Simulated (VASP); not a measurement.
Wanted: the native input for a VASP 6.6.1 run.

```yaml
Task: relaxation of cell and atoms
Functional: PBE
Potentials_or_basis: VASP PAW PBE potentials, release 64 (Cd, Hg, S)
Cutoff: 600 eV
k_mesh: 6 × 6 × 6
Occupations: gaussian, width 0.1 eV
Spin: no spin polarisation
Dipole_correction: no
Further_INCAR_settings: ALGO = Normal; EDIFF = 1e-06; IBRION = 2; EDIFFG = -0.01; NSW = 100; ISIF = 3
```

The structure of CdHg2S3 lies in POSCAR:

```
CdHg2S3
1.0
    3.4904490062      2.0152116733      3.3317564320
   -3.4904490062      2.0152116733      3.3317564320
    0.0000000000     -4.0304233467      3.3317564320
Cd Hg S
1 2 3
Direct
    0.0000000000      0.0000000000      0.0000000000
    0.6391378698      0.6391378698      0.6391378698
    0.3608621302      0.3608621302      0.3608621302
    0.0000000000      0.5000000000      0.0000000000
    0.5000000000      0.0000000000      0.0000000000
    0.0000000000      0.0000000000      0.5000000000
```

These files were run (other wordings do the same):

INCAR

```
SYSTEM = CdHg2S3
PREC = Accurate
ENCUT = 600
EDIFF = 1E-6
ISMEAR = 0
SIGMA = 0.1
LREAL = .FALSE.
LASPH = .TRUE.
NELM = 100
ALGO = Normal
ISIF = 3
LWAVE = .FALSE.
LCHARG = .FALSE.
GGA = PE
IBRION = 2
NSW = 100
EDIFFG = -0.01
```

KPOINTS

```
Automatic mesh
0
G
  6 6 6
  0 0 0
```

Potentials or basis: VASP PAW PBE potentials, release 64 (Cd, Hg, S).

Run with:

```bash
$ cat potpaw_PBE.64/Cd/POTCAR potpaw_PBE.64/Hg/POTCAR potpaw_PBE.64/S/POTCAR > POTCAR
$ mpirun -np 1 vasp_std > vasp.out
```

Results of the run:

The relaxed volume is 23.84 Å³/atom. The relaxed cell is a = 5.249 Å, b = 5.249 Å, c = 5.249 Å, α = 85.03°, β = 85.03°, γ = 85.03° and the space group after relaxing (to 0.05 Å) is R-3m (No. 166). The energy gained by relaxing is 2.0 meV/atom and the ionic steps are 9. The pressure after relaxing is 0.0 GPa and the band gap on the k mesh is zero (band 27 reaches 2.28 eV, above the bottom of band 28 at 1.45 eV).

Caveat: spin-orbit coupling is left out, which moves the levels of the heavy elements.

Run time: 11 min on 1 thread of Intel(R) Xeon(R) Platinum 8488C (Sapphire Rapids), with other jobs on the host, peak memory 0.38 GiB.
